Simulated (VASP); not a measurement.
# MnO (F-43m) in VASP: further runs

The runs below take MnO through single point, with HF, PBE-based screened hybrid with 25 % exact exchange.

Program: VASP 6.6.1. These are calculated values, not measurements. Logs are shortened: lines on timing, memory, paths and dates and some standing lists are left out, and cuts for length are marked.

## 1. The cell of the first run

It takes space group F-43m (No. 216, cubic). The conventional cell has a = 4.873 Å, b = 4.873 Å, c = 4.873 Å, α = 90.00°, β = 90.00°, γ = 90.00°. Within 2.8 Å of Mn (site symmetry -43m) lie 4 O at 2.11 Å. O (site symmetry -43m) has 4 Mn at 2.11 Å within 2.8 Å.

## 2. Single point, HF, collinear spin, ferromagnetic start

POSCAR

```
MnO
1.0
    0.0000000000      2.4365134300      2.4365134300
    2.4365134300      0.0000000000      2.4365134300
    2.4365134300      2.4365134300      0.0000000000
Mn O
1 1
Direct
    0.0000000000      0.0000000000      0.0000000000
    0.2500000000      0.2500000000      0.2500000000
```

INCAR.step1

```
SYSTEM = MnO
PREC = Accurate
ENCUT = 520
EDIFF = 1E-5
ISMEAR = -1
SIGMA = 0.05
LREAL = .False.
LASPH = .True.
NELM = 150
ALGO = Normal
ISIF = 2
LWAVE = .True.
LCHARG = .False.
ISPIN = 2
MAGMOM = 4 0
LORBIT = 11
LMAXMIX = 4
GGA = PE
NBANDS = 20
```

INCAR.step2

```
SYSTEM = MnO
PREC = Accurate
ENCUT = 520
EDIFF = 1E-7
ISMEAR = -1
SIGMA = 0.05
LREAL = .False.
LASPH = .True.
NELM = 150
ALGO = Normal
ISIF = 2
LWAVE = .False.
LCHARG = .False.
ISPIN = 2
MAGMOM = 4 0
LORBIT = 11
LMAXMIX = 4
GGA = PE
LHFCALC = .True.
AEXX = 1.0
ALDAC = 0.0
AGGAC = 0.0
PRECFOCK = Normal
ISTART = 1
NBANDS = 20
```

KPOINTS

```
Automatic mesh
0
Gamma
  5 5 5
  0 0 0
```

Potentials or basis: VASP PAW PBE potentials, release 64 (Mn_pv, O).

Started as:

```bash
cat potpaw_PBE.64/Mn_pv/POTCAR potpaw_PBE.64/O/POTCAR > POTCAR
cp INCAR.step1 INCAR
mpirun -np 1 vasp_std > vasp.out
cp INCAR.step2 INCAR
mpirun -np 1 vasp_std > vasp.out
```

OUTCAR:

```text
SYSTEM = MnO
   PREC = Accurate
   ENCUT = 520
   EDIFF = 1E-7
   ISMEAR = -1
   LREAL = .False.
   LASPH = .True.
   NELM = 150
   ISIF = 2
   ISPIN = 2
   LORBIT = 11
   GGA = PE
   LHFCALC = .True.
   AEXX = 1.0
   PRECFOCK = Normal
   ISTART = 1

 ion  position               nearest neighbor table
   1  0.000  0.000  0.000-   2 2.11   2 2.11   2 2.11   2 2.11
   2  0.250  0.250  0.250-   1 2.11   1 2.11   1 2.11   1 2.11

  LATTYP: Found a face centered cubic cell.
 ALAT       =     4.8730268600

  Lattice vectors:

 A1 = (   0.0000000000,   2.4365134300,   2.4365134300)
 A2 = (   2.4365134300,   0.0000000000,   2.4365134300)
 A3 = (   2.4365134300,   2.4365134300,   0.0000000000)

Analysis of symmetry for initial positions (statically):
=====================================================================
 Subroutine PRICEL returns:
 Original cell was already a primitive cell.

 Routine SETGRP: Setting up the symmetry group for a
 face centered cubic supercell.

 Subroutine GETGRP returns: Found 24 space group operations
 (whereof 24 operations were pure point group operations)
 out of a pool of 48 trial point group operations.

The static configuration has the point symmetry T_d .

Analysis of symmetry for dynamics (positions and initial velocities):
=====================================================================
 Subroutine PRICEL returns:
 Original cell was already a primitive cell.

 Routine SETGRP: Setting up the symmetry group for a
 face centered cubic supercell.

 Subroutine GETGRP returns: Found 24 space group operations
 (whereof 24 operations were pure point group operations)
 out of a pool of 48 trial point group operations.

The dynamic configuration has the point symmetry T_d .

Analysis of structural, dynamic, and magnetic symmetry:
=====================================================================
 Subroutine PRICEL returns:
 Original cell was already a primitive cell.

 Routine SETGRP: Setting up the symmetry group for a
 face centered cubic supercell.

 Subroutine GETGRP returns: Found 24 space group operations
 (whereof 24 operations were pure point group operations)
 out of a pool of 48 trial point group operations.

The overall configuration has the point symmetry T_d .

 Subroutine INISYM returns: Found 24 space group operations
 (whereof 24 operations are pure point group operations),
 and found     1 'primitive' translations

----------------------------------------------------------------------------------------

                                     Primitive cell

  volume of cell :      28.9292

  direct lattice vectors                    reciprocal lattice vectors
     0.000000000  2.436513430  2.436513430    -0.205211264  0.205211264  0.205211264
     2.436513430  0.000000000  2.436513430     0.205211264 -0.205211264  0.205211264
     2.436513430  2.436513430  0.000000000     0.205211264  0.205211264 -0.205211264

  length of vectors
     3.445750338  3.445750338  3.445750338     0.355436335  0.355436335  0.355436335

  position of ions in fractional coordinates (direct lattice)
     0.000000000  0.000000000  0.000000000
     0.250000000  0.250000000  0.250000000

  ion indices of the primitive-cell ions
   primitive index   ion index
                 1           1
                 2           2

----------------------------------------------------------------------------------------

 KPOINTS: Automatic mesh

Automatic generation of k-mesh.
 Grid dimensions read from file:
 generate k-points for:    5    5    5

 Generating k-lattice:

  Cartesian coordinates                     Fractional coordinates (reciprocal lattice)
    -0.041042253  0.041042253  0.041042253     0.200000000  0.000000000  0.000000000
     0.041042253 -0.041042253  0.041042253     0.000000000  0.200000000  0.000000000
     0.041042253  0.041042253 -0.041042253     0.000000000  0.000000000  0.200000000

  Length of vectors
     0.071087267  0.071087267  0.071087267

  Shift w.r.t. Gamma in fractional coordinates (k-lattice)
     0.000000000  0.000000000  0.000000000

 Subroutine IBZKPT returns following result:
 ===========================================

 Found     10 irreducible k-points:

 Following reciprocal coordinates:
            Coordinates               Weight
  0.000000  0.000000  0.000000      1.000000
  0.200000  0.000000  0.000000      8.000000
  0.400000  0.000000  0.000000      8.000000
  0.200000  0.200000  0.000000      6.000000
  0.400000  0.200000  0.000000     24.000000
 -0.400000  0.200000  0.000000     24.000000
 -0.200000  0.200000  0.000000     12.000000
  0.400000  0.400000  0.000000      6.000000
 -0.400000  0.400000  0.000000     12.000000
 -0.400000  0.400000  0.200000     24.000000
   k-points           NKPTS =     10   k-points in BZ     NKDIM =    125   number of bands    NBANDS=     20
   number of dos      NEDOS =    301   number of ions     NIONS =      2
   total plane-waves  NPLWV =  21952
   dimension x,y,z NGX =    28 NGY =   28 NGZ =   28
   dimension x,y,z NGXF=    56 NGYF=   56 NGZF=   56
   ions per type =               1   1
   NGX,Y,Z   is equivalent  to a cutoff of  13.51, 13.51, 13.51 a.u.
   NGXF,Y,Z  is equivalent  to a cutoff of  27.02, 27.02, 27.02 a.u.
 SYSTEM =  MnO
   PREC   = accura    normal or accurate (medium, high low for compatibility)
   ISTART =      1    job   : 0-new  1-cont  2-samecut
   ICHARG =      0    charge: 1-file 2-atom 10-const
   ISPIN  =      2    spin polarized calculation?
   LNONCOLLINEAR =      F non collinear calculations
   LSORBIT =      F    spin-orbit coupling
   LASPH  =      T    aspherical Exc in radial PAW
   ENCUT  =  520.0 eV  38.22 Ry    6.18 a.u.   6.41  6.41  6.41*2*pi/ulx,y,z
   NELM   =    150;   NELMIN=  2; NELMDL=  0     # of ELM steps
   EDIFF  = 0.1E-06   stopping-criterion for ELM
   LREAL  =      F    real-space projection
   EDIFFG = 0.1E-05   stopping-criterion for IOM
   NSW    =      0    number of steps for IOM
   IBRION =     -1    ionic relax: 0-MD 1-quasi-New 2-CG
   NFREE  =      0    steps in history (QN), initial steepest desc. (CG)
   ISIF   =      2    stress and relaxation
   ISYM   =      3    0-nonsym 1-usesym 2-fastsym
   POTIM  = 0.5000    time-step for ionic-motion
   TEBEG  =    0.0;   TEEND  =   0.0 temperature during run
   PSTRESS=    0.0 pullay stress
   NELECT =      19.0000    total number of electrons
   NUPDOWN=      -1.0000    fix difference up-down
   EMIN   =  10.00;   EMAX   =-10.00  energy-range for DOS
   EFERMI =   0.00;   METHOD = LEGACY
   ISMEAR =    -1;   SIGMA  =   0.05  broadening in eV -4-tet -1-fermi 0-gaus
   EFERMI_NEDOS =   21; number of points for ismear=-14 and -15
   IALGO  =     38    algorithm
   IMIX   =      1    mixing-type and parameters
     AMIX     =   0.40;   BMIX     =  1.00
     AMIX_MAG =   1.60;   BMIX_MAG =  1.00
  volume/ion in A,a.u.               =      14.46        97.61
  Fermi-wavevector in a.u.,A,eV,Ry     =   1.423029  2.689136 27.551972  2.025013
  Thomas-Fermi vector in A             =   2.543670
   LORBIT       =     11    0 simple, 1 ext, 2 COOP (PROOUT), +10 PAW based schemes
   GGA     = PE    functional components
   LHFCALC =     T    Hartree Fock is set to
   PRECFOCK=normal    Normal, Fast or Accurate (Low or Medium for compatibility)
   ENCUT4O =  -1.0   cutoff for four orbital integrals eV
   NKREDX  =     1    reduce k-point grid by
   NKREDY  =     1    reduce k-point grid by
   NKREDZ  =     1    reduce k-point grid by
   AEXX    =    1.0000 exact exchange contribution
   HFSCREEN=    0.0000 screening length (either q_TF or 0.3 A-1)
   HFSCREENC=   0.0000 screening length for correlation (either q_TF or 0.3 A-1)
   ENCUTFOCK=  -1.0 apply spherical cutoff to Coloumb kernel
   IVDW    =     0    specifies the selected vdW correction
   LEPSILON=     F    determine dielectric tensor
   LRPA    =     F    only Hartree local field effects (RPA)
 spin polarized calculation
  energy-cutoff  :      520.00
  volume of cell :       28.93
 maximum number of plane-waves:       794
 NGX is ok and might be reduce to    28
  NGX = 20; NGY = 20; NGZ = 20

 number of electron      19.0000008 magnetization       5.0000008

 Free energy of the ion-electron system (eV)
  ---------------------------------------------------
  ext. energy  EPLUGINS =         0.00000000
  ---------------------------------------------------
  free energy    TOTEN  =       -52.46483216 eV

  energy without entropy =      -52.46483216  energy(sigma->0) =      -52.46483216

 E-fermi :   0.1277     XC(G=0):   0.0000

 val. band max:       -1.1510408177   @ k =   0.0000   0.0000   0.0000
 cond. band min:       8.0872155933   @ k =   0.0000   0.0000   0.0000
 fundamental gap:      9.2382564110
 Fermi energy:         0.1277419130

 spin component 1

 k-point     1 :       0.0000    0.0000    0.0000
  band No.  band energies     occupation
      1     -64.0681      1.00000
      2     -64.0681      1.00000
      3     -64.0681      1.00000
      4     -25.0010      1.00000
      5      -8.7208      1.00000
      6      -8.7208      1.00000
[... 12 lines left out ...]
     19      27.4711      0.00000
     20      27.4711      0.00000

 k-point     2 :       0.2000    0.0000    0.0000
  band No.  band energies     occupation
      1     -64.0770      1.00000
      2     -64.0697      1.00000
      3     -64.0697      1.00000
      4     -24.8420      1.00000
      5      -8.6343      1.00000
      6      -8.5587      1.00000
[... 12 lines left out ...]
     19      26.6308      0.00000
     20      31.8671      0.00000
[... 142 lines left out ...]
      2     -64.0814      1.00000
      3     -64.0770      1.00000
      4     -24.4060      1.00000
      5      -8.5905      1.00000
      6      -7.5719      1.00000
[... 12 lines left out ...]
     19      32.6908      0.00000
     20      33.1944      0.00000

 k-point    10 :      -0.4000    0.4000    0.2000
  band No.  band energies     occupation
      1     -64.0889      1.00000
      2     -64.0815      1.00000
      3     -64.0765      1.00000
      4     -24.4367      1.00000
      5      -8.4277      1.00000
      6      -7.8982      1.00000
[... 12 lines left out ...]
     19      31.6361      0.00000
     20      33.0651      0.00000
 Fermi energy:         0.1277419130

 spin component 2

 k-point     1 :       0.0000    0.0000    0.0000
  band No.  band energies     occupation
      1     -50.7769      1.00000
      2     -50.7769      1.00000
      3     -50.7769      1.00000
      4     -24.4865      1.00000
      5      -3.9406      1.00000
      6      -3.9406      1.00000
[... 12 lines left out ...]
     19      30.5225      0.00000
     20      30.5225      0.00000

 k-point     2 :       0.2000    0.0000    0.0000
  band No.  band energies     occupation
      1     -50.7982      1.00000
      2     -50.7805      1.00000
      3     -50.7805      1.00000
      4     -24.3124      1.00000
      5      -4.8440      1.00000
      6      -3.9345      1.00000
[... 12 lines left out ...]
     19      30.1697      0.00000
     20      33.1788      0.00000
[... 143 lines left out ...]
      3     -50.7984      1.00000
      4     -23.8234      1.00000
      5      -5.6543      1.00000
      6      -4.6227      1.00000
[... 12 lines left out ...]
     19      33.8060      0.00000
     20      35.1583      0.00000

 k-point    10 :      -0.4000    0.4000    0.2000
  band No.  band energies     occupation
      1     -50.8283      1.00000
      2     -50.8071      1.00000
      3     -50.7972      1.00000
      4     -23.8581      1.00000
      5      -5.4624      1.00000
      6      -4.7309      1.00000
[... 12 lines left out ...]
     19      33.1289      0.00000
     20      34.0176      0.00000

------------------------ aborting loop because EDIFF is reached ----------------------------------------

  FORCE on cell =-STRESS in cart. coord.  units (eV):
  Direction    XX          YY          ZZ          XY          YZ          ZX
  --------------------------------------------------------------------------------------
  -------------------------------------------------------------------------------------
  Total        0.1460784      0.1460784      0.1460784     -0.0000000     -0.0000000     -0.0000000
  in kB        8.0902151      8.0902151      8.0902151     -0.0000000     -0.0000000     -0.0000000
  external PRESSURE =       8.0902151 kB  Pullay stress =       0.0000000 kB

 VOLUME and BASIS-vectors are now :
 -----------------------------------------------------------------------------
  energy-cutoff  :      520.00
  volume of cell :       28.93
      direct lattice vectors                 reciprocal lattice vectors
     0.000000000  2.436513430  2.436513430    -0.205211264  0.205211264  0.205211264
     2.436513430  0.000000000  2.436513430     0.205211264 -0.205211264  0.205211264
     2.436513430  2.436513430  0.000000000     0.205211264  0.205211264 -0.205211264

 POSITION                                       TOTAL-FORCE (eV/Angst)
 -----------------------------------------------------------------------------------
      0.00000      0.00000      0.00000         0.000000      0.000000      0.000000
      1.21826      1.21826      1.21826        -0.000000     -0.000000     -0.000000
 -----------------------------------------------------------------------------------
    total drift:                                0.000000      0.000000      0.000000

  FREE ENERGIE OF THE ION-ELECTRON SYSTEM (eV)
  ---------------------------------------------------
  free  energy   TOTEN  =       -52.4648321641 eV

  energy  without entropy=      -52.4648321641  energy(sigma->0) =      -52.46483216

 total charge

# of ion       s       p       d       tot
------------------------------------------
    1        0.196   6.186   4.923  11.305
    2        1.558   3.586   0.000   5.144
--------------------------------------------------
tot          1.754   9.772   4.923  16.449

 magnetization (x)

# of ion       s       p       d       tot
------------------------------------------
    1        0.018   0.031   4.669   4.718
    2        0.008   0.065   0.000   0.073
--------------------------------------------------
tot          0.026   0.096   4.669   4.791
```

It took 48 min on 1 thread of Intel Xeon Platinum 8375C at 2.90GHz (Ice Lake), shared host; peak memory 0.19 GiB.

What came out:

```yaml
Free_energy: -52.4648 eV
Pressure: 0.8 GPa
Band_gap_on_the_k_mesh: 9.24 eV
Net_moment: 5.00 μB per cell
Site_moments: Mn +4.72; O +0.07 μB
Valence_electrons_inside_the_program's_atomic_spheres: Mn 11.30; O 5.14
```

Levels at points of the mesh, in eV from the valence-band top:
Spin up:
| k point | band 9 | band 10 | band 11 | band 12 | band 13 | band 14 | band 15 | band 16 |
| --- | --- | --- | --- | --- | --- | --- | --- | --- |
| (0.00, 0.00, 0.00) | -5.66 | 0.00 | 0.00 | 0.00 | 9.24 | 23.74 | 23.74 | 23.74 |
Spin down:
```csv
k point,band 4,band 5,band 6,band 7,band 8,band 9,band 10,band 11
"(0.00, 0.00, 0.00)",-23.34,-2.79,-2.79,-2.79,10.42,18.92,18.92,20.88
```

Caveat: the k points lie up to 0.45 Å⁻¹ apart; the PAW data sets were made with another functional, which shifts forces and pressure a little; a cell with one magnetic atom can't hold antiferromagnetic order, which such compounds often take.

(Part 1 of 2 ends here.)

The gap in the log of VASP goes by the Fermi energy; the results here count the filled bands.